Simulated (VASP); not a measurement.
# W (Im-3m) in VASP: further runs

W is run at these levels: LDA; tasks: single point, relaxation of cell and atoms.

All numbers are computed with VASP 6.6.1; they aren't measurements. Logs are shortened: lines on timing, memory, paths and dates and some standing lists are left out, and cuts for length are marked.

## 1. The cell of the first run

Symmetry: Im-3m, No. 229, cubic system. The conventional cell has a = 3.135 Å, b = 3.135 Å, c = 3.135 Å, α = 90.00°, β = 90.00°, γ = 90.00°. W (site symmetry m-3m) has 14 W at 2.71 to 3.13 Å within 3.6 Å.

## 2. Single point, LDA

Input file INCAR:

```
PREC = Accurate ; ENCUT = 520
EDIFF = 1E-7 ; ISMEAR = 0
SIGMA = 0.1 ; LREAL = False
LASPH = True ; NELM = 60
ALGO = Fast ; ISIF = 2
LWAVE = False ; LCHARG = False
NBANDS = 13
```

Input file KPOINTS:

```
regular mesh
0
Gamma
  16 16 16
```

Input file POSCAR:

```
W
1.0
   -1.5673192777      1.5673192777      1.5673192777
    1.5673192777     -1.5673192777      1.5673192777
    1.5673192777      1.5673192777     -1.5673192777
W
1
Direct
    0.0000000000      0.0000000000      0.0000000000
```

Potentials or basis: VASP PAW LDA potentials, release 64 (W_sv).

Launch:

```bash
$ cat potpaw_LDA.64/W_sv/POTCAR > POTCAR
$ mpirun -np 1 vasp_std > vasp.out
```

OUTCAR:

```text
PREC = Accurate
   ENCUT = 520
   EDIFF = 1E-7
   ISMEAR = 0
   LREAL = False
   LASPH = True
   NELM = 60
   ISIF = 2

 ion  position               nearest neighbor table
   1  0.000  0.000  0.000-

  LATTYP: Found a body centered cubic cell.
 ALAT       =     3.1346385554

  Lattice vectors:

 A1 = (  -1.5673192777,   1.5673192777,   1.5673192777)
 A2 = (   1.5673192777,  -1.5673192777,   1.5673192777)
 A3 = (   1.5673192777,   1.5673192777,  -1.5673192777)

Analysis of symmetry for initial positions (statically):
=====================================================================
 Subroutine PRICEL returns:
 Original cell was already a primitive cell.

 Routine SETGRP: Setting up the symmetry group for a
 body centered cubic supercell.

 Subroutine GETGRP returns: Found 48 space group operations
 (whereof 48 operations were pure point group operations)
 out of a pool of 48 trial point group operations.

The static configuration has the point symmetry O_h .

Analysis of symmetry for dynamics (positions and initial velocities):
=====================================================================
 Subroutine PRICEL returns:
 Original cell was already a primitive cell.

 Routine SETGRP: Setting up the symmetry group for a
 body centered cubic supercell.

 Subroutine GETGRP returns: Found 48 space group operations
 (whereof 48 operations were pure point group operations)
 out of a pool of 48 trial point group operations.

The dynamic configuration has the point symmetry O_h .

 Subroutine INISYM returns: Found 48 space group operations
 (whereof 48 operations are pure point group operations),
 and found     1 'primitive' translations

----------------------------------------------------------------------------------------

                                     Primitive cell

  volume of cell :      15.4004

  direct lattice vectors                    reciprocal lattice vectors
    -1.567319278  1.567319278  1.567319278     0.000000000  0.319016047  0.319016047
     1.567319278 -1.567319278  1.567319278     0.319016047  0.000000000  0.319016047
     1.567319278  1.567319278 -1.567319278     0.319016047  0.319016047  0.000000000

  length of vectors
     2.714676621  2.714676621  2.714676621     0.451156820  0.451156820  0.451156820

  position of ions in fractional coordinates (direct lattice)
     0.000000000  0.000000000  0.000000000

  ion indices of the primitive-cell ions
   primitive index   ion index
                 1           1

[... 83 lines left out ...]
   NUPDOWN=      -1.0000    fix difference up-down
   EMIN   =  10.00;   EMAX   =-10.00  energy-range for DOS
   EFERMI =   0.00;   METHOD = LEGACY
   ISMEAR =     0;   SIGMA  =   0.10  broadening in eV -4-tet -1-fermi 0-gaus
   EFERMI_NEDOS =   21; number of points for ismear=-14 and -15
   IALGO  =     68    algorithm
   IMIX   =      4    mixing-type and parameters
     AMIX     =   0.40;   BMIX     =  1.00
     AMIX_MAG =   1.60;   BMIX_MAG =  1.00
  volume/ion in A,a.u.               =      15.40       103.93
  Fermi-wavevector in a.u.,A,eV,Ry     =   1.585891  2.996900 34.219342  2.515051
  Thomas-Fermi vector in A             =   2.685286
   LORBIT       =      0    0 simple, 1 ext, 2 COOP (PROOUT), +10 PAW based schemes
   GGA     = CA    functional components
   LHFCALC =     F    Hartree Fock is set to
   AEXX    =    0.0000 exact exchange contribution
   IVDW    =     0    specifies the selected vdW correction
   LEPSILON=     F    determine dielectric tensor
   LRPA    =     F    only Hartree local field effects (RPA)
 non-spin polarized calculation
 RMM-DIIS sequential band-by-band and
 Gauss-broadening in eV      SIGMA  =   0.10
  energy-cutoff  :      520.00
  volume of cell :       15.40
 maximum number of plane-waves:       428
   NGX =  9   NGY =  9   NGZ =  9

 number of electron      14.0000004 magnetization

 Free energy of the ion-electron system (eV)
  ---------------------------------------------------
  ext. energy  EPLUGINS =         0.00000000
  ---------------------------------------------------
  free energy    TOTEN  =       -14.11013444 eV

  energy without entropy =      -14.10734064  energy(sigma->0) =      -14.10873754

 E-fermi :  11.7738     XC(G=0): -13.9922

 val. band max:       11.7638048266   @ k =  -0.2500   0.2500   0.1250
 cond. band min:      11.7738187543   @ k =  -0.3125   0.3125   0.1875
 fundamental gap:      0.0100139277
 Fermi energy:        11.7737737716

 k-point     1 :       0.0000    0.0000    0.0000
  band No.  band energies     occupation
      1     -61.9672      2.00000
      2     -25.7289      2.00000
      3     -25.7289      2.00000
      4     -25.7289      2.00000
      5       2.0430      2.00000
      6      10.4341      2.00000
      7      10.4341      2.00000
      8      10.4341      2.00000
      9      14.0011      0.00000
     10      14.0011      0.00000
     11      26.3833      0.00000
     12      26.3833      0.00000
     13      26.3833      0.00000
[... 354 lines left out ...]
  band No.  band energies     occupation
      1     -61.8281      2.00000
      2     -26.8630      2.00000
      3     -26.2010      2.00000
      4     -25.8543      2.00000
      5       6.3404      2.00000
      6       8.4980      2.00000
      7       9.4099      2.00000
      8      13.3103      0.00000
      9      14.9089      0.00000
     10      17.2780      0.00000
     11      24.5937      0.00000
     12      27.3965      0.00000
     13      29.3533      0.00000

 [... further k-points ...]

------------------------ aborting loop because EDIFF is reached ----------------------------------------

  FORCE on cell =-STRESS in cart. coord.  units (eV):
  Direction    XX          YY          ZZ          XY          YZ          ZX
  --------------------------------------------------------------------------------------
  -------------------------------------------------------------------------------------
  Total        0.1899438      0.1899438      0.1899438      0.0000000      0.0000000     -0.0000000
  in kB       19.7607405     19.7607405     19.7607405      0.0000000      0.0000000     -0.0000000
  external PRESSURE =      19.7607405 kB  Pullay stress =       0.0000000 kB

 VOLUME and BASIS-vectors are now :
 -----------------------------------------------------------------------------
  energy-cutoff  :      520.00
  volume of cell :       15.40
      direct lattice vectors                 reciprocal lattice vectors
    -1.567319278  1.567319278  1.567319278     0.000000000  0.319016047  0.319016047
     1.567319278 -1.567319278  1.567319278     0.319016047  0.000000000  0.319016047
     1.567319278  1.567319278 -1.567319278     0.319016047  0.319016047  0.000000000

 POSITION                                       TOTAL-FORCE (eV/Angst)
 -----------------------------------------------------------------------------------
      0.00000      0.00000      0.00000         0.000000     -0.000000      0.000000
 -----------------------------------------------------------------------------------
    total drift:                                0.000000      0.000000      0.000000

  FREE ENERGIE OF THE ION-ELECTRON SYSTEM (eV)
  ---------------------------------------------------
  free  energy   TOTEN  =       -14.1101344410 eV

  energy  without entropy=      -14.1073406400  energy(sigma->0) =      -14.10873754
```

stdout:

```text
POSCAR found type information on POSCAR W
 POSCAR found :  1 types and       1 ions
 scaLAPACK will be used
 LDA part: xc-table for (Slater(with rela. corr.)+CA(PZ))
 , standard interpolation
 POSCAR, INCAR and KPOINTS ok, starting setup
 FFT: planning ... GRIDC
 FFT: planning ... GRID_SOFT
 FFT: planning ... GRID
 WAVECAR not read
 entering main loop
WARNING in EDDRMM: call to ZHEGV failed, returncode =   8  4     11
WARNING in EDDRMM: call to ZHEGV failed, returncode =   8  4     11
WARNING in EDDRMM: call to ZHEGV failed, returncode =   8  4     13
```

Run time: 24 s. Hardware: 1 thread of Intel Xeon Platinum 8375C at 2.90GHz (Ice Lake), shared host; peak memory 0.14 GiB.

Results:

```
Free energy            : -14.1101 eV
Pressure               : 2.0 GPa
Band gap on the k mesh : zero (band 7 reaches 17.10 eV, above the bottom of band 8 at 10.43 eV)
```

Caveat: spin-orbit coupling is left out, which moves the levels of the heavy elements.

## 3. Relaxation of cell and atoms, LDA

This run uses another cell than the first one, of 15.93 Å³/atom, 1.034 times its volume.

Input file INCAR:

```
ALGO = Normal
EDIFF = 1E-6
EDIFFG = -0.005
ENCUT = 600
IBRION = 2
ISIF = 3
ISMEAR = 0
LASPH = T
LCHARG = F
LREAL = F
LWAVE = F
NELM = 60
NSW = 80
PREC = Accurate
SIGMA = 0.1
```

Input file KPOINTS:

```
k-points
0
Gamma
  16 16 16
```

Input file POSCAR:

```
W
1.0
   -1.5850000000      1.5850000000      1.5850000000
    1.5850000000     -1.5850000000      1.5850000000
    1.5850000000      1.5850000000     -1.5850000000
W
1
Direct
    0.0000000000      0.0000000000      0.0000000000
```

Potentials or basis: VASP PAW LDA potentials, release 64 (W_sv).

Launch:

```bash
$ cat potpaw_LDA.64/W_sv/POTCAR > POTCAR
$ mpirun -np 1 vasp_std > vasp.out
```

OUTCAR:

```text
EDIFF = 1E-6
   EDIFFG = -0.005
   ENCUT = 600
   IBRION = 2
   ISIF = 3
   ISMEAR = 0
   LASPH = T
   LREAL = F
   NELM = 60
   NSW = 80
   PREC = Accurate

 ion  position               nearest neighbor table
   1  0.000  0.000  0.000-

  LATTYP: Found a body centered cubic cell.
 ALAT       =     3.1700000000

  Lattice vectors:

 A1 = (  -1.5850000000,   1.5850000000,   1.5850000000)
 A2 = (   1.5850000000,  -1.5850000000,   1.5850000000)
 A3 = (   1.5850000000,   1.5850000000,  -1.5850000000)

Analysis of symmetry for initial positions (statically):
=====================================================================
 Subroutine PRICEL returns:
 Original cell was already a primitive cell.

 Routine SETGRP: Setting up the symmetry group for a
 body centered cubic supercell.

 Subroutine GETGRP returns: Found 48 space group operations
 (whereof 48 operations were pure point group operations)
 out of a pool of 48 trial point group operations.

The static configuration has the point symmetry O_h .

Analysis of symmetry for dynamics (positions and initial velocities):
=====================================================================
 Subroutine PRICEL returns:
 Original cell was already a primitive cell.

 Routine SETGRP: Setting up the symmetry group for a
 body centered cubic supercell.

 Subroutine GETGRP returns: Found 48 space group operations
 (whereof 48 operations were pure point group operations)
 out of a pool of 48 trial point group operations.

The dynamic configuration has the point symmetry O_h .

 Subroutine INISYM returns: Found 48 space group operations
 (whereof 48 operations are pure point group operations),
 and found     1 'primitive' translations

----------------------------------------------------------------------------------------

                                     Primitive cell

  volume of cell :      15.9275

  direct lattice vectors                    reciprocal lattice vectors
    -1.585000000  1.585000000  1.585000000     0.000000000  0.315457413  0.315457413
     1.585000000 -1.585000000  1.585000000     0.315457413  0.000000000  0.315457413
     1.585000000  1.585000000 -1.585000000     0.315457413  0.315457413  0.000000000

  length of vectors
     2.745300530  2.745300530  2.745300530     0.446124152  0.446124152  0.446124152

  position of ions in fractional coordinates (direct lattice)
     0.000000000  0.000000000  0.000000000

  ion indices of the primitive-cell ions
   primitive index   ion index
                 1           1

----------------------------------------------------------------------------------------

 KPOINTS: k-points

Automatic generation of k-mesh.
 Grid dimensions read from file:
 generate k-points for:   16   16   16

 Generating k-lattice:

  Cartesian coordinates                     Fractional coordinates (reciprocal lattice)
     0.000000000  0.019716088  0.019716088     0.062500000  0.000000000  0.000000000
     0.019716088  0.000000000  0.019716088     0.000000000  0.062500000  0.000000000
     0.019716088  0.019716088  0.000000000     0.000000000  0.000000000  0.062500000

  Length of vectors
[... 46 lines left out ...]
   PREC   = accura    normal or accurate (medium, high low for compatibility)
   ISTART =      0    job   : 0-new  1-cont  2-samecut
   ICHARG =      2    charge: 1-file 2-atom 10-const
   ISPIN  =      1    spin polarized calculation?
   LNONCOLLINEAR =      F non collinear calculations
   LSORBIT =      F    spin-orbit coupling
   LASPH  =      T    aspherical Exc in radial PAW
   ENCUT  =  600.0 eV  44.10 Ry    6.64 a.u.   5.48  5.48  5.48*2*pi/ulx,y,z
   NELM   =     60;   NELMIN=  2; NELMDL= -5     # of ELM steps
   EDIFF  = 0.1E-05   stopping-criterion for ELM
   LREAL  =      F    real-space projection
   EDIFFG = -.5E-02   stopping-criterion for IOM
   NSW    =     80    number of steps for IOM
   IBRION =      2    ionic relax: 0-MD 1-quasi-New 2-CG
   NFREE  =      1    steps in history (QN), initial steepest desc. (CG)
   ISIF   =      3    stress and relaxation
   ISYM   =      2    0-nonsym 1-usesym 2-fastsym
   POTIM  = 0.5000    time-step for ionic-motion
   TEBEG  =    0.0;   TEEND  =   0.0 temperature during run
   PSTRESS=    0.0 pullay stress
   NELECT =      14.0000    total number of electrons
   NUPDOWN=      -1.0000    fix difference up-down
   EMIN   =  10.00;   EMAX   =-10.00  energy-range for DOS
   EFERMI =   0.00;   METHOD = LEGACY
   ISMEAR =     0;   SIGMA  =   0.10  broadening in eV -4-tet -1-fermi 0-gaus
   EFERMI_NEDOS =   21; number of points for ismear=-14 and -15
   IALGO  =     38    algorithm
   IMIX   =      4    mixing-type and parameters
     AMIX     =   0.40;   BMIX     =  1.00
     AMIX_MAG =   1.60;   BMIX_MAG =  1.00
  volume/ion in A,a.u.               =      15.93       107.48
  Fermi-wavevector in a.u.,A,eV,Ry     =   1.568200  2.963469 33.460164  2.459253
  Thomas-Fermi vector in A             =   2.670267
   LORBIT       =      0    0 simple, 1 ext, 2 COOP (PROOUT), +10 PAW based schemes
   GGA     = CA    functional components
   LHFCALC =     F    Hartree Fock is set to
   AEXX    =    0.0000 exact exchange contribution
   IVDW    =     0    specifies the selected vdW correction
   LEPSILON=     F    determine dielectric tensor
   LRPA    =     F    only Hartree local field effects (RPA)
 conjugate gradient relaxation of ions
 non-spin polarized calculation
 Gauss-broadening in eV      SIGMA  =   0.10
  energy-cutoff  :      600.00
  volume of cell :       15.93
 maximum number of plane-waves:       555
 NGX is ok and might be reduce to    24
   NGX = 11   NGY = 11   NGZ = 11

--------------------------------------- Ionic step        1  -------------------------------------------

 number of electron      14.0000002 magnetization

 Free energy of the ion-electron system (eV)
  ---------------------------------------------------
  ext. energy  EPLUGINS =         0.00000000
  ---------------------------------------------------
  free energy    TOTEN  =       -14.09866774 eV

  energy without entropy =      -14.09569812  energy(sigma->0) =      -14.09718293

------------------------ aborting loop because EDIFF is reached ----------------------------------------

  FORCE on cell =-STRESS in cart. coord.  units (eV):
  Direction    XX          YY          ZZ          XY          YZ          ZX
  --------------------------------------------------------------------------------------
  -------------------------------------------------------------------------------------
  Total       -0.8801813     -0.8801813     -0.8801813      0.0000000      0.0000000     -0.0000000
  in kB      -88.5390681    -88.5390681    -88.5390681      0.0000000      0.0000000     -0.0000000
  external PRESSURE =     -88.5390681 kB  Pullay stress =       0.0000000 kB
[... 197 lines left out ...]
--------------------------------------- Ionic step        7  -------------------------------------------

 number of electron      14.0000000 magnetization

 Free energy of the ion-electron system (eV)
  ---------------------------------------------------
  ext. energy  EPLUGINS =         0.00000000
  ---------------------------------------------------
  free energy    TOTEN  =       -14.11096044 eV

  energy without entropy =      -14.10812871  energy(sigma->0) =      -14.10954458

 E-fermi :  11.6844     XC(G=0): -13.9581

 val. band max:       11.6843291896   @ k =  -0.3125   0.3125   0.1875
 cond. band min:      11.6979452660   @ k =   0.0625   0.0625   0.0625
 fundamental gap:      0.0136160764
 Fermi energy:        11.6844269090

 k-point     1 :       0.0000    0.0000    0.0000
  band No.  band energies     occupation
      1     -62.0631      2.00000
      2     -25.8348      2.00000
      3     -25.8348      2.00000
      4     -25.8348      2.00000
      5       1.9855      2.00000
      6      10.3551      2.00000
      7      10.3551      2.00000
      8      10.3551      2.00000
      9      13.8969      0.00000
     10      13.8970      0.00000
     11      26.2808      0.00000
[... 309 lines left out ...]
 k-point    24 :       0.2500    0.1875    0.0000
  band No.  band energies     occupation
      1     -61.9276      2.00000
      2     -26.9469      2.00000
      3     -26.2978      2.00000
      4     -25.9577      2.00000
      5       6.2733      2.00000
      6       8.4325      2.00000
      7       9.3297      2.00000
      8      13.2111      0.00000
      9      14.7925      0.00000
     10      17.1429      0.00000
     11      24.4335      0.00000

 [... further k-points ...]

------------------------ aborting loop because EDIFF is reached ----------------------------------------

  FORCE on cell =-STRESS in cart. coord.  units (eV):
  Direction    XX          YY          ZZ          XY          YZ          ZX
  --------------------------------------------------------------------------------------
  -------------------------------------------------------------------------------------
  Total       -0.0043930     -0.0043930     -0.0043930     -0.0000000      0.0000000     -0.0000000
  in kB       -0.4542923     -0.4542923     -0.4542923     -0.0000000      0.0000000     -0.0000000
  external PRESSURE =      -0.4542923 kB  Pullay stress =       0.0000000 kB
[... 16 lines left out ...]
  FREE ENERGIE OF THE ION-ELECTRON SYSTEM (eV)
  ---------------------------------------------------
  free  energy   TOTEN  =       -14.1109604439 eV

  energy  without entropy=      -14.1081287111  energy(sigma->0) =      -14.10954458

 reached required accuracy - stopping structural energy minimisation
```

CONTCAR:

```text
W
   1.00000000000000
    -1.5704582387449624    1.5704582387449624    1.5704582387449624
     1.5704582387449624   -1.5704582387449624    1.5704582387449624
     1.5704582387449624    1.5704582387449624   -1.5704582387449624
  W
     1
Direct
     0.0000000000000000    0.0000000000000000    0.0000000000000000

  0.00000000E+00  0.00000000E+00  0.00000000E+00
```

Wall time 74 s (1 thread of Intel Xeon Platinum 8375C at 2.90GHz (Ice Lake), shared host); peak memory 0.17 GiB.

What came out:

| Property | Result |
| --- | --- |
| Free energy | -14.1110 eV |
| Relaxed volume | 15.49 Å³/atom |
| Relaxed cell | a = 2.720 Å, b = 2.720 Å, c = 2.720 Å, α = 109.47°, β = 109.47°, γ = 109.47° |
| Space group after relaxing (to 0.05 Å) | Im-3m (No. 229) |
| Energy gained by relaxing | 12.3 meV/atom |
| Ionic steps | 7 |
| Pressure after relaxing | 0.0 GPa |
| Band gap on the k mesh | zero (band 7 reaches 16.97 eV, above the bottom of band 8 at 10.36 eV) |

The path:
| step | energy change (eV) | largest force (eV/Å) | pressure (GPa) | volume (Å³) |
| --- | --- | --- | --- | --- |
| 1 | 0.0000 | 0.0000 | -8.85 | 15.93 |
| 2 | 0.1743 | 0.0000 | 43.19 | 13.98 |
| 3 | -0.0123 | 0.0000 | -0.48 | 15.51 |
| 4 | -0.0123 | 0.0000 | -0.10 | 15.49 |
| 5 | -0.0123 | 0.0000 | 0.12 | 15.49 |
| 6 | -0.0123 | 0.0000 | -0.28 | 15.51 |
| 7 | -0.0123 | 0.0000 | -0.05 | 15.49 |

Final structure:
```
W
1.0
    -1.57046    1.57046    1.57046
     1.57046   -1.57046    1.57046
     1.57046    1.57046   -1.57046
W
1
Direct
  0.00000 0.00000 0.00000
```

Caveat: spin-orbit coupling is left out, which moves the levels of the heavy elements.
